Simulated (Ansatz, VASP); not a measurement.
# One calculation of Zr4ScO, two programs

INCAR

```
  PREC = Accurate
  ENCUT = 600
  EDIFF = 1E-7
  ISMEAR = 0
  SIGMA = 0.1
  LREAL = False
  LASPH = True
  NELM = 120
  ALGO = Normal
  ISIF = 3
  LWAVE = False
  LCHARG = False
  GGA = PE
  IBRION = 2
  NSW = 100
  EDIFFG = -0.01
  GGA_COMPAT = False
  NELMIN = 4
```

Contents of KPOINTS:

```
Automatic mesh
0
Gamma
  12 6 6
```

Contents of POSCAR:

```
Zr4ScO
1.0
    3.0753439713      0.0000000000      0.0000000000
    0.0000000000      5.8396322694      0.0000000000
    0.0000000000      0.0000000000      7.7539724243
Zr Sc O
4 1 1
Direct
    0.5000000000      0.0000000000      0.6804734486
    0.5000000000      0.5000000000      0.3033657939
    0.5000000000      0.5000000000      0.6966342061
    0.5000000000      0.0000000000      0.3195265514
    0.0000000000      0.0000000000      0.0000000000
    0.0000000000      0.5000000000      0.5000000000
```

Input for Ansatz:

```yaml
crystal:
  lattice:
    - [3.0753439713, 0.0, 0.0]
    - [0.0, 5.8396322694, 0.0]
    - [0.0, 0.0, 7.7539724243]
  atoms:
    - { symbol: Zr, position: [0.5, 0.0, 0.6804734486] }
    - { symbol: Zr, position: [0.5, 0.5, 0.3033657939] }
    - { symbol: Zr, position: [0.5, 0.5, 0.6966342061] }
    - { symbol: Zr, position: [0.5, 0.0, 0.3195265514] }
    - { symbol: Sc, position: [0.0, 0.0, 0.0] }
    - { symbol: O, position: [0.0, 0.5, 0.5] }
basis:
  ecutwfc: 420
kpoints:
  mp_grid: { grid: [12, 6, 6] }
hamiltonian:
  xc: pbe
scf:
  occupations: { method: gaussian, width: 0.1 }
output:
  forces: true
  stress: true
  eigenvalues: true
  write_density: true
  write_potential: true
  elf: true
  volumetric_format: npy
relax:
  adjacent_minimum: "off"
  f_tol: 0.01
  max_steps: 80
  cell: { stress_tol: 0.05 }
```

Change from the starting cell: species swapped into the HfZrB4 type (Pmmm, No. 47).

Alike in both runs: task relaxation of cell and atoms; functional PBE; k mesh 12 × 6 × 6; occupations gaussian, width 0.1 eV; no spin polarisation.

```csv
,VASP,Ansatz
version,VASP 6.6.1,Ansatz 0.2.0
potentials or method,"VASP PAW PBE potentials, release 64 (Zr_sv, Sc_sv, O), cutoff 600 eV","scalar-relativistic, plane waves, PAW"
valence electrons in the cell,65,65
```

```tsv
	VASP	Ansatz	Ansatz less VASP
gap on the k mesh at the Fermi level, each at its own relaxed structure (eV)	none	none	-
relaxed volume (Å³/atom)	23.20	23.20	+0.004
relaxed length of the cell vector where the two differ most in proportion (Å)	7.744	7.746	+0.0020
```

A gap of «none» marks a metal or a gap that the smearing closes.
